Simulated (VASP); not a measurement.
# TiNi (Pm-3m) in VASP: notebook, part 2 of 2

VASP 6.6.1. The steps go on from the part before.

### Step 4. Single point, LDA, collinear spin, ferromagnetic start

This run uses another cell than the first one, of 13.34 Å³/atom, 1.087 times its volume.

Contents of INCAR:

```
SYSTEM = TiNi
PREC     = Accurate       ! precision mode
ENCUT    = 520            ! plane-wave cutoff, eV
EDIFF    = 1E-6           ! SCF threshold, eV
ISMEAR   = -1             ! smearing method
SIGMA    = 0.05           ! smearing width, eV
LREAL    = .False.        ! projectors in reciprocal space
LASPH    = .True.         ! aspherical terms in the spheres
NELM     = 150            ! most SCF steps
ALGO     = Normal         ! electronic algorithm
ISIF     = 2              ! what is computed and relaxed
LWAVE    = .False.        ! write WAVECAR
LCHARG   = .False.        ! write CHGCAR
ISPIN    = 2              ! spin polarisation
MAGMOM   = 0 1.5          ! initial moments
LORBIT   = 11             ! projections on sites
LMAXMIX  = 4              ! l up to which the mixer works
GGA      = CA             ! functional
NBANDS   = 22             ! bands
```

Contents of KPOINTS:

```
regular mesh
0
Gamma
  10 10 10
  0 0 0
```

Contents of POSCAR:

```
TiNi
1.0
    2.9880660000      0.0000000000      0.0000000000
    0.0000000000      2.9880660000      0.0000000000
    0.0000000000      0.0000000000      2.9880660000
Ti Ni
1 1
Direct
    0.5000000000      0.5000000000      0.5000000000
    0.0000000000      0.0000000000      0.0000000000
```

Potentials or basis: VASP PAW LDA potentials, release 64 (Ti_sv, Ni).

The run is started by

```console
$ cat potpaw_LDA.64/Ti_sv/POTCAR potpaw_LDA.64/Ni/POTCAR > POTCAR
$ mpirun -np 1 vasp_std > vasp.out
```

OUTCAR:

```text
SYSTEM = TiNi
   PREC = Accurate
   ENCUT = 520
   EDIFF = 1E-6
   ISMEAR = -1
   LREAL = .False.
   LASPH = .True.
   NELM = 150
   ISIF = 2
   ISPIN = 2
   LORBIT = 11
   GGA = CA

 ion  position               nearest neighbor table
   1  0.500  0.500  0.500-   2 2.59   2 2.59   2 2.59   2 2.59   2 2.59   2 2.59   2 2.59   2 2.59

   2  0.000  0.000  0.000-   1 2.59   1 2.59   1 2.59   1 2.59   1 2.59   1 2.59   1 2.59   1 2.59

  LATTYP: Found a simple cubic cell.
 ALAT       =     2.9880660000

  Lattice vectors:

 A1 = (   2.9880660000,   0.0000000000,   0.0000000000)
 A2 = (   0.0000000000,   2.9880660000,   0.0000000000)
 A3 = (   0.0000000000,   0.0000000000,   2.9880660000)

Analysis of symmetry for initial positions (statically):
=====================================================================
 Subroutine PRICEL returns:
 Original cell was already a primitive cell.

 Routine SETGRP: Setting up the symmetry group for a
 simple cubic supercell.

 Subroutine GETGRP returns: Found 48 space group operations
 (whereof 48 operations were pure point group operations)
[... 793 lines left out ...]
 k-point     1 :       0.0000    0.0000    0.0000
  band No.  band energies     occupation
      1     -47.1284      1.00000
      2     -23.6034      1.00000
      3     -23.6034      1.00000
      4     -23.6034      1.00000
      5       1.5981      1.00000
      6       5.4512      1.00000
[... 589 lines left out ...]
     21      27.1837      0.00000
     22      27.2947      0.00000

 [... further k-points ...]
[... 5 lines left out ...]
  --------------------------------------------------------------------------------------
  -------------------------------------------------------------------------------------
  Total       -1.4700893     -1.4700893     -1.4700893      0.0000000     -0.0000000      0.0000000
  in kB      -88.2843532    -88.2843532    -88.2843532      0.0000000     -0.0000000      0.0000000
  external PRESSURE =     -88.2843532 kB  Pullay stress =       0.0000000 kB

 VOLUME and BASIS-vectors are now :
 -----------------------------------------------------------------------------
  energy-cutoff  :      520.00
  volume of cell :       26.68
      direct lattice vectors                 reciprocal lattice vectors
     2.988066000  0.000000000  0.000000000     0.334664629  0.000000000  0.000000000
     0.000000000  2.988066000  0.000000000     0.000000000  0.334664629  0.000000000
     0.000000000  0.000000000  2.988066000     0.000000000  0.000000000  0.334664629

 POSITION                                       TOTAL-FORCE (eV/Angst)
 -----------------------------------------------------------------------------------
      1.49403      1.49403      1.49403         0.000000      0.000000      0.000000
      0.00000      0.00000      0.00000         0.000000      0.000000      0.000000
 -----------------------------------------------------------------------------------
    total drift:                                0.000000      0.000000     -0.000000

  FREE ENERGIE OF THE ION-ELECTRON SYSTEM (eV)
  ---------------------------------------------------
  free  energy   TOTEN  =       -15.8652370471 eV

  energy  without entropy=      -15.8446086901  energy(sigma->0) =      -15.85492287

 total charge

# of ion       s       p       d       tot
------------------------------------------
    1        2.242   6.164   1.874  10.280
    2        0.587   0.475   8.335   9.397
--------------------------------------------------
tot          2.830   6.638  10.210  19.678

 magnetization (x)

# of ion       s       p       d       tot
------------------------------------------
    1        0.000   0.000  -0.000  -0.000
    2       -0.000  -0.000  -0.000  -0.000
--------------------------------------------------
tot         -0.000  -0.000  -0.000  -0.000
```

OSZICAR:

```text
N       E                     dE             d eps       ncg     rms          rms(c)
DAV:   1     0.177589973817E+03    0.17759E+03   -0.10052E+04  5152   0.127E+03
DAV:   2    -0.249539704095E+01   -0.18009E+03   -0.17183E+03  4982   0.317E+02
DAV:   3    -0.175268212750E+02   -0.15031E+02   -0.14635E+02  7416   0.883E+01
DAV:   4    -0.181023446197E+02   -0.57552E+00   -0.57327E+00  5442   0.146E+01
DAV:   5    -0.181192108914E+02   -0.16866E-01   -0.16863E-01  6042   0.235E+00    0.144E+01
DAV:   6    -0.166701908810E+02    0.14490E+01   -0.10259E+01  5628   0.458E+01    0.871E+00
DAV:   7    -0.172771894271E+02   -0.60700E+00   -0.11390E+01  5968   0.374E+01    0.167E+01
DAV:   8    -0.158862910139E+02    0.13909E+01   -0.90490E+00  5694   0.260E+01    0.185E+00
DAV:   9    -0.158695499826E+02    0.16741E-01   -0.21086E-01  7182   0.474E+00    0.132E+00
DAV:  10    -0.158677213679E+02    0.18286E-02   -0.21154E-02  5600   0.146E+00    0.772E-01
DAV:  11    -0.158657539727E+02    0.19674E-02   -0.39121E-03  6904   0.677E-01    0.329E-01
DAV:  12    -0.158653564408E+02    0.39753E-03   -0.97593E-04  6846   0.292E-01    0.148E-01
DAV:  13    -0.158652410387E+02    0.11540E-03   -0.43973E-04  6612   0.184E-01    0.263E-02
DAV:  14    -0.158652396531E+02    0.13856E-05   -0.26696E-05  5584   0.482E-02    0.196E-02
DAV:  15    -0.158652377366E+02    0.19165E-05   -0.12307E-06  3792   0.107E-02    0.111E-02
DAV:  16    -0.158652370471E+02    0.68953E-06   -0.43469E-07  2674   0.651E-03
   1 F= -.15865237E+02 E0= -.15854923E+02  d E =-.206284E-01  mag=    -0.0001
```

Run time: 32 s. Hardware: 1 thread of Intel Xeon Platinum 8375C at 2.90GHz (Ice Lake), shared host; peak memory 0.17 GiB.

What came out:

```yaml
Free_energy: -15.8652 eV
Pressure: -8.8 GPa
Band_gap_on_the_k_mesh: zero (filled and empty bands overlap)
Net_moment: 0.00 μB per cell
Valence_electrons_inside_the_program's_atomic_spheres: Ti 10.28; Ni 9.40
```

Levels at points of the mesh, in eV from the Fermi level:
Spin up:
| k point | band 9 | band 10 | band 11 | band 12 | band 13 | band 14 |
| --- | --- | --- | --- | --- | --- | --- |
| (0.00, 0.00, 0.00) | -2.03 | -2.03 | 0.41 | 0.41 | 2.57 | 2.57 |
| (0.50, 0.00, 0.00) | -2.13 | -1.72 | -0.78 | -0.62 | 0.60 | 0.60 |
| (0.50, 0.50, 0.00) | -1.32 | -0.77 | 0.56 | 0.56 | 0.88 | 2.27 |
| (0.50, 0.50, 0.50) | -2.16 | -2.16 | -1.30 | -1.30 | 3.08 | 3.08 |
Spin down:
| k point | band 9 | band 10 | band 11 | band 12 | band 13 | band 14 |
| --- | --- | --- | --- | --- | --- | --- |
| (0.00, 0.00, 0.00) | -2.03 | -2.03 | 0.41 | 0.41 | 2.57 | 2.57 |
| (0.50, 0.00, 0.00) | -2.13 | -1.72 | -0.78 | -0.62 | 0.60 | 0.60 |
| (0.50, 0.50, 0.00) | -1.32 | -0.77 | 0.56 | 0.56 | 0.88 | 2.27 |
| (0.50, 0.50, 0.50) | -2.16 | -2.16 | -1.30 | -1.30 | 3.08 | 3.08 |

Caveat: the starting moments collapsed, and a magnetic state may lie lower.
